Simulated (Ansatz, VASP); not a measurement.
## One calculation of Hf, two programs

Contents of POSCAR:

```
Hf
1.0
    0.0000000000      2.3088000000      2.2200000000
    2.3088000000      0.0000000000      2.2200000000
    2.3088000000      2.3088000000      0.0000000000
Hf
1
Direct
    0.0000000000      0.0000000000      0.0000000000
```

INCAR.step1

```
ALGO     = Normal         # electronic algorithm
EDIFF    = 1E-4           # SCF threshold, eV
ENCUT    = 520            # plane-wave cutoff, eV
GGA      = PE             # functional
ISMEAR   = 0              # smearing method
LASPH    = T              # aspherical terms in the spheres
LCHARG   = F              # write CHGCAR
LREAL    = F              # projectors in reciprocal space
LWAVE    = T              # write WAVECAR
NBANDS   = 11             # bands
NELM     = 100            # most SCF steps
PREC     = Accurate       # precision mode
SIGMA    = 0.15           # smearing width, eV
```

The input INCAR.step2:

```
ALGO     = Normal         # electronic algorithm
EDIFF    = 1E-6           # SCF threshold, eV
ENCUT    = 520            # plane-wave cutoff, eV
ISIF     = 2              # what is computed and relaxed
ISMEAR   = 0              # smearing method
ISTART   = 1            
LASPH    = T              # aspherical terms in the spheres
LCHARG   = F              # write CHGCAR
LMIXTAU  = T            
LREAL    = F              # projectors in reciprocal space
LWAVE    = F              # write WAVECAR
METAGGA  = R2SCAN         # meta-GGA
NBANDS   = 11             # bands
NELM     = 100            # most SCF steps
PREC     = Accurate       # precision mode
SIGMA    = 0.15           # smearing width, eV
```

File KPOINTS:

```
k-points
0
Gamma
  18 18 18
```

Input for Ansatz:

```yaml
crystal:
  lattice:
    - [0.0, 2.3088, 2.22]
    - [2.3088, 0.0, 2.22]
    - [2.3088, 2.3088, 0.0]
  atoms:
    - { symbol: Hf, position: [0.0, 0.0, 0.0] }
basis:
  ecutwfc: 500
kpoints:
  mp_grid: { grid: [18, 18, 18] }
hamiltonian:
  xc: r2scan
scf:
  occupations: { method: gaussian, width: 0.15 }
output:
  forces: true
  stress: true
  eigenvalues: true
```

Change from the starting cell: strain +0.040 along x and y, +0.000 along z, atoms carried along.

Alike in both runs: task single point; functional r2SCAN; k mesh 18 × 18 × 18; occupations gaussian, width 0.15 eV; no spin polarisation.

|  | VASP | Ansatz |
| --- | --- | --- |
| version | VASP 6.6.1 | Ansatz 0.2.0 |
| potentials or method | VASP PAW PBE potentials, release 64 (Hf_pv), cutoff 520 eV | scalar-relativistic, plane waves, PAW |
| valence electrons in the cell | 10 | 26 |

Ansatz gave:

* gap on the k mesh at the Fermi level (eV): none
* pressure (GPa): -5.0
* traceless stress, the component that is largest in VASP (GPa): 1.37

Question: What did VASP give for the same quantities?

Answer: gap on the k mesh at the Fermi level (eV): none; pressure (GPa): -5.6; traceless stress, the component that is largest in VASP (GPa): 1.37.

VASP's potentials were made for PBE, not for r2SCAN. A gap of «none» marks a metal or a gap that the smearing closes. The functional is the same, so the differences come from potentials, cutoffs and numerics. VASP's potentials hold 10 valence electrons a cell and Ansatz's 26, so a difference there can come from the potentials and not from the codes.

Neither program's run includes spin-orbit coupling.
